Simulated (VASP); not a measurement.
# CdF2 in VASP: a series of runs

CdF2 is run at these levels: r2SCAN, PBEsol; tasks: single point.

All numbers are computed with VASP 6.6.1; they aren't measurements. Logs are shortened: lines on timing, memory, paths and dates and some standing lists are left out, and cuts for length are marked.

**1. The cell of the first run**

It takes space group Fm-3m (No. 225, cubic). Conventional cell: a = 5.424 Å, b = 5.424 Å, c = 5.424 Å, α = 90.00°, β = 90.00°, γ = 90.00°. Within 3.1 Å of Cd (site symmetry m-3m) lie 8 F at 2.35 Å. Within 3.1 Å of F (site symmetry -43m) lie 4 Cd at 2.35 Å and 6 F at 2.71 Å.

**2. Single point, r2SCAN**

The input, POSCAR:

```
CdF2
1.0
    0.0000000000      2.7118415796      2.7118415796
    2.7118415796      0.0000000000      2.7118415796
    2.7118415796      2.7118415796      0.0000000000
Cd F
1 2
Direct
    0.0000000000      0.0000000000      0.0000000000
    0.7500000000      0.7500000000      0.7500000000
    0.2500000000      0.2500000000      0.2500000000
```

The input, INCAR.step1:

```
SYSTEM = CdF2
PREC = Accurate ; ENCUT = 520
ISMEAR = -1 ; SIGMA = 0.05
LREAL = .False. ; LASPH = .True.
NELM = 60 ; NBANDS = 20
GGA = PE ; ALGO = Normal
EDIFF = 1E-4 ; LWAVE = .True.
LCHARG = .False.
```

The input, INCAR.step2:

```
SYSTEM = CdF2
PREC = Accurate ; ENCUT = 520
EDIFF = 1E-7 ; ISMEAR = -1
SIGMA = 0.05 ; LREAL = .False.
LASPH = .True. ; NELM = 60
ALGO = Normal ; ISIF = 2
LWAVE = .False. ; LCHARG = .False.
METAGGA = R2SCAN ; LMIXTAU = .True.
NBANDS = 20 ; ISTART = 1
```

The input, KPOINTS:

```
regular mesh
0
Gamma
  9 9 9
  0 0 0
```

Potentials or basis: VASP PAW PBE potentials, release 64 (Cd, F).

The run is started by

```sh
$ cat potpaw_PBE.64/Cd/POTCAR potpaw_PBE.64/F/POTCAR > POTCAR
$ cp INCAR.step1 INCAR
$ mpirun -np 1 vasp_std > vasp.out
$ cp INCAR.step2 INCAR
$ mpirun -np 1 vasp_std > vasp.out
```

OUTCAR:

```text
SYSTEM = CdF2
   PREC = Accurate
   ENCUT = 520
   EDIFF = 1E-7
   ISMEAR = -1
   LREAL = .False.
   LASPH = .True.
   NELM = 60
   ISIF = 2
   METAGGA = R2SCAN
   ISTART = 1

 ion  position               nearest neighbor table
   1  0.000  0.000  0.000-   2 2.35   2 2.35   3 2.35   3 2.35   2 2.35   2 2.35   3 2.35   3 2.35

   2  0.750  0.750  0.750-   1 2.35   1 2.35   1 2.35   1 2.35
   3  0.250  0.250  0.250-   1 2.35   1 2.35   1 2.35   1 2.35

  LATTYP: Found a face centered cubic cell.
 ALAT       =     5.4236831592

  Lattice vectors:

 A1 = (   0.0000000000,   2.7118415796,   2.7118415796)
 A2 = (   2.7118415796,   0.0000000000,   2.7118415796)
 A3 = (   2.7118415796,   2.7118415796,   0.0000000000)

Analysis of symmetry for initial positions (statically):
=====================================================================
 Subroutine PRICEL returns:
 Original cell was already a primitive cell.

 Routine SETGRP: Setting up the symmetry group for a
 face centered cubic supercell.

 Subroutine GETGRP returns: Found 48 space group operations
[... 9 lines left out ...]

 Routine SETGRP: Setting up the symmetry group for a
 face centered cubic supercell.

 Subroutine GETGRP returns: Found 48 space group operations
[... 11 lines left out ...]
                                     Primitive cell

  volume of cell :      39.8862

  direct lattice vectors                    reciprocal lattice vectors
     0.000000000  2.711841580  2.711841580    -0.184376552  0.184376552  0.184376552
     2.711841580  0.000000000  2.711841580     0.184376552 -0.184376552  0.184376552
     2.711841580  2.711841580  0.000000000     0.184376552  0.184376552 -0.184376552

  length of vectors
     3.835123141  3.835123141  3.835123141     0.319349556  0.319349556  0.319349556

  position of ions in fractional coordinates (direct lattice)
     0.000000000  0.000000000  0.000000000
     0.750000000  0.750000000  0.750000000
     0.250000000  0.250000000  0.250000000

  ion indices of the primitive-cell ions
   primitive index   ion index
                 1           1
                 2           2
                 3           3

----------------------------------------------------------------------------------------

 KPOINTS: regular mesh

Automatic generation of k-mesh.
 Grid dimensions read from file:
 generate k-points for:    9    9    9

 Generating k-lattice:

  Cartesian coordinates                     Fractional coordinates (reciprocal lattice)
    -0.020486284  0.020486284  0.020486284     0.111111111  0.000000000  0.000000000
     0.020486284 -0.020486284  0.020486284     0.000000000  0.111111111  0.000000000
     0.020486284  0.020486284 -0.020486284     0.000000000  0.000000000  0.111111111

  Length of vectors
     0.035483284  0.035483284  0.035483284

  Shift w.r.t. Gamma in fractional coordinates (k-lattice)
     0.000000000  0.000000000  0.000000000

 Subroutine IBZKPT returns following result:
 ===========================================

 Found     35 irreducible k-points:

 Following reciprocal coordinates:
            Coordinates               Weight
  0.000000  0.000000  0.000000      1.000000
  0.111111  0.000000  0.000000      8.000000
  0.222222  0.000000  0.000000      8.000000
  0.333333  0.000000  0.000000      8.000000
  0.444444  0.000000  0.000000      8.000000
  0.111111  0.111111  0.000000      6.000000
[... 16 lines left out ...]
 -0.333333  0.333333  0.000000     12.000000
  0.444444  0.444444  0.000000      6.000000
 [... further k-points ...]
   k-points           NKPTS =     35   k-points in BZ     NKDIM =     35   number of bands    NBANDS=     20
   number of dos      NEDOS =    301   number of ions     NIONS =      3
   total plane-waves  NPLWV =  27000
   dimension x,y,z NGX =    30 NGY =   30 NGZ =   30
   dimension x,y,z NGXF=    60 NGYF=   60 NGZF=   60
   ions per type =               1   2
   NGX,Y,Z   is equivalent  to a cutoff of  13.00, 13.00, 13.00 a.u.
   NGXF,Y,Z  is equivalent  to a cutoff of  26.01, 26.01, 26.01 a.u.
 SYSTEM =  CdF2
   PREC   = accura    normal or accurate (medium, high low for compatibility)
   ISTART =      1    job   : 0-new  1-cont  2-samecut
   ICHARG =      0    charge: 1-file 2-atom 10-const
   ISPIN  =      1    spin polarized calculation?
   LNONCOLLINEAR =      F non collinear calculations
   LSORBIT =      F    spin-orbit coupling
   LASPH  =      T    aspherical Exc in radial PAW
   ENCUT  =  520.0 eV  38.22 Ry    6.18 a.u.   7.13  7.13  7.13*2*pi/ulx,y,z
   NELM   =     60;   NELMIN=  2; NELMDL=  0     # of ELM steps
   EDIFF  = 0.1E-06   stopping-criterion for ELM
   LREAL  =      F    real-space projection
   EDIFFG = 0.1E-05   stopping-criterion for IOM
   NSW    =      0    number of steps for IOM
   IBRION =     -1    ionic relax: 0-MD 1-quasi-New 2-CG
   NFREE  =      0    steps in history (QN), initial steepest desc. (CG)
   ISIF   =      2    stress and relaxation
   ISYM   =      2    0-nonsym 1-usesym 2-fastsym
   POTIM  = 0.5000    time-step for ionic-motion
   TEBEG  =    0.0;   TEEND  =   0.0 temperature during run
   PSTRESS=    0.0 pullay stress
   NELECT =      26.0000    total number of electrons
   NUPDOWN=      -1.0000    fix difference up-down
   EMIN   =  10.00;   EMAX   =-10.00  energy-range for DOS
   EFERMI =   0.00;   METHOD = LEGACY
   ISMEAR =    -1;   SIGMA  =   0.05  broadening in eV -4-tet -1-fermi 0-gaus
   EFERMI_NEDOS =   21; number of points for ismear=-14 and -15
   IALGO  =     38    algorithm
   IMIX   =      4    mixing-type and parameters
     AMIX     =   0.40;   BMIX     =  1.00
     AMIX_MAG =   1.60;   BMIX_MAG =  1.00
  volume/ion in A,a.u.               =      13.30        89.72
  Fermi-wavevector in a.u.,A,eV,Ry     =   1.419466  2.682402 27.414154  2.014883
  Thomas-Fermi vector in A             =   2.540483
   LORBIT       =      0    0 simple, 1 ext, 2 COOP (PROOUT), +10 PAW based schemes
   METAGGA = R2SCAN    functional components
   LHFCALC =     F    Hartree Fock is set to
   AEXX    =    0.0000 exact exchange contribution
   IVDW    =     0    specifies the selected vdW correction
   LEPSILON=     F    determine dielectric tensor
   LRPA    =     F    only Hartree local field effects (RPA)
 non-spin polarized calculation
  energy-cutoff  :      520.00
  volume of cell :       39.89
 maximum number of plane-waves:      1089
 NGX is ok and might be reduce to    30
   NGX = 15   NGY = 15   NGZ = 15

 number of electron      25.9999980 magnetization

 Free energy of the ion-electron system (eV)
  ---------------------------------------------------
  ext. energy  EPLUGINS =         0.00000000
  ---------------------------------------------------
  free energy    TOTEN  =       -33.72010093 eV

  energy without entropy =      -33.72010093  energy(sigma->0) =      -33.72010093

 E-fermi :  -0.8559     XC(G=0): -10.9336

 val. band max:       -2.0427547608   @ k =  -0.3333   0.4444   0.2222
 cond. band min:       1.6645173036   @ k =   0.0000   0.0000   0.0000
 fundamental gap:      3.7072720644
 Fermi energy:        -0.8559227725

 k-point     1 :       0.0000    0.0000    0.0000
  band No.  band energies     occupation
      1     -23.8440      2.00000
      2     -22.8302      2.00000
      3      -7.5850      2.00000
      4      -7.5850      2.00000
      5      -7.5850      2.00000
      6      -6.4356      2.00000
[... 12 lines left out ...]
     19      18.6943      0.00000
     20      18.6943      0.00000

 k-point     2 :       0.1111    0.0000    0.0000
  band No.  band energies     occupation
      1     -23.8084      2.00000
      2     -22.8620      2.00000
      3      -7.5395      2.00000
      4      -7.5395      2.00000
      5      -7.4581      2.00000
      6      -6.4492      2.00000
[... 12 lines left out ...]
     19      18.3485      0.00000
     20      18.3485      0.00000

 k-point     3 :       0.2222    0.0000    0.0000
  band No.  band energies     occupation
      1     -23.7089      2.00000
      2     -22.9514      2.00000
      3      -7.4281      2.00000
      4      -7.4281      2.00000
      5      -7.1093      2.00000
      6      -6.4666      2.00000
[... 12 lines left out ...]
     19      17.7089      0.00000
     20      17.9013      0.00000

 k-point     4 :       0.3333    0.0000    0.0000
  band No.  band energies     occupation
      1     -23.5665      2.00000
      2     -23.0808      2.00000
      3      -7.3183      2.00000
      4      -7.3182      2.00000
      5      -6.6384      2.00000
      6      -6.4403      2.00000
[... 12 lines left out ...]
     19      17.1623      0.00000
     20      17.8323      0.00000

 k-point     5 :       0.4444    0.0000    0.0000
  band No.  band energies     occupation
      1     -23.4065      2.00000
      2     -23.2302      2.00000
      3      -7.2647      2.00000
      4      -7.2647      2.00000
      5      -6.3816      2.00000
      6      -6.3816      2.00000
[... 12 lines left out ...]
     19      16.8423      0.00000
     20      17.3731      0.00000

 k-point     6 :       0.1111    0.1111    0.0000
  band No.  band energies     occupation
      1     -23.7973      2.00000
      2     -22.8714      2.00000
      3      -7.5181      2.00000
      4      -7.5181      2.00000
      5      -7.4253      2.00000
      6      -6.4931      2.00000
[... 12 lines left out ...]
     19      18.0145      0.00000
     20      18.8278      0.00000

 k-point     7 :       0.2222    0.1111    0.0000
  band No.  band energies     occupation
      1     -23.7213      2.00000
      2     -22.9385      2.00000
      3      -7.4191      2.00000
      4      -7.4191      2.00000
      5      -7.1610      2.00000
      6      -6.5559      2.00000
[... 12 lines left out ...]
     19      18.6134      0.00000
     20      18.8514      0.00000
[... 277 lines left out ...]
 k-point    20 :       0.3333    0.3333    0.0000
  band No.  band energies     occupation
      1     -23.5318      2.00000
      2     -23.0898      2.00000
      3      -7.0211      2.00000
      4      -7.0182      2.00000
      5      -7.0182      2.00000
      6      -6.5313      2.00000
[... 12 lines left out ...]
     19      19.2069      0.00000
     20      19.8195      0.00000

 k-point    21 :       0.4444    0.3333    0.0000
  band No.  band energies     occupation
      1     -23.4580      2.00000
      2     -23.1505      2.00000
      3      -7.1568      2.00000
      4      -6.8816      2.00000
      5      -6.8159      2.00000
      6      -6.3548      2.00000
[... 12 lines left out ...]
     19      19.0703      0.00000
     20      19.8754      0.00000

 k-point    22 :      -0.4444    0.3333    0.0000
  band No.  band energies     occupation
      1     -23.3768      2.00000
      2     -23.2262      2.00000
      3      -7.1586      2.00000
      4      -6.8247      2.00000
      5      -6.6042      2.00000
      6      -6.4328      2.00000
[... 12 lines left out ...]
     19      19.3641      0.00000
     20      19.7242      0.00000

 k-point    23 :      -0.3333    0.3333    0.0000
  band No.  band energies     occupation
      1     -23.3126      2.00000
      2     -23.2955      2.00000
      3      -7.1233      2.00000
      4      -6.8758      2.00000
      5      -6.5482      2.00000
      6      -6.4353      2.00000
[... 12 lines left out ...]
     19      18.0947      0.00000
     20      20.7111      0.00000

 k-point    24 :       0.4444    0.4444    0.0000
  band No.  band energies     occupation
      1     -23.4357      2.00000
      2     -23.1629      2.00000
      3      -7.2944      2.00000
      4      -6.7259      2.00000
      5      -6.7259      2.00000
      6      -6.3348      2.00000
[... 12 lines left out ...]
     19      18.3878      0.00000
     20      20.3894      0.00000

 [... further k-points ...]
[... 5 lines left out ...]
  --------------------------------------------------------------------------------------
  -------------------------------------------------------------------------------------
  Total       -0.3074883     -0.3074883     -0.3074883      0.0000000      0.0000000      0.0000000
  in kB      -12.3514030    -12.3514030    -12.3514030      0.0000000      0.0000000      0.0000000
  external PRESSURE =     -12.3514030 kB  Pullay stress =       0.0000000 kB

 VOLUME and BASIS-vectors are now :
 -----------------------------------------------------------------------------
  energy-cutoff  :      520.00
  volume of cell :       39.89
      direct lattice vectors                 reciprocal lattice vectors
     0.000000000  2.711841580  2.711841580    -0.184376552  0.184376552  0.184376552
     2.711841580  0.000000000  2.711841580     0.184376552 -0.184376552  0.184376552
     2.711841580  2.711841580  0.000000000     0.184376552  0.184376552 -0.184376552

 POSITION                                       TOTAL-FORCE (eV/Angst)
 -----------------------------------------------------------------------------------
      0.00000      0.00000      0.00000         0.000000     -0.000000     -0.000000
      4.06776      4.06776      4.06776         0.000000      0.000000      0.000000
      1.35592      1.35592      1.35592        -0.000000     -0.000000     -0.000000
 -----------------------------------------------------------------------------------
    total drift:                                0.000000     -0.000000      0.000000

  FREE ENERGIE OF THE ION-ELECTRON SYSTEM (eV)
  ---------------------------------------------------
  free  energy   TOTEN  =       -33.7201009282 eV

  energy  without entropy=      -33.7201009282  energy(sigma->0) =      -33.72010093
```

Run time: 64 s. Hardware: 1 thread of Intel Xeon 6975P-C (Granite Rapids), shared host; peak memory 0.18 GiB.

Results:

| Property | Result |
| --- | --- |
| Free energy | -33.7201 eV |
| Pressure | -1.2 GPa |
| Band gap on the k mesh | 3.71 eV, indirect (least direct gap 4.21 eV) |

Caveat: the PAW data sets were made with another functional, which shifts forces and pressure a little. r2SCAN opens gaps a little over a GGA but as a rule still falls short of measured ones.

[end of part 1 of 2]
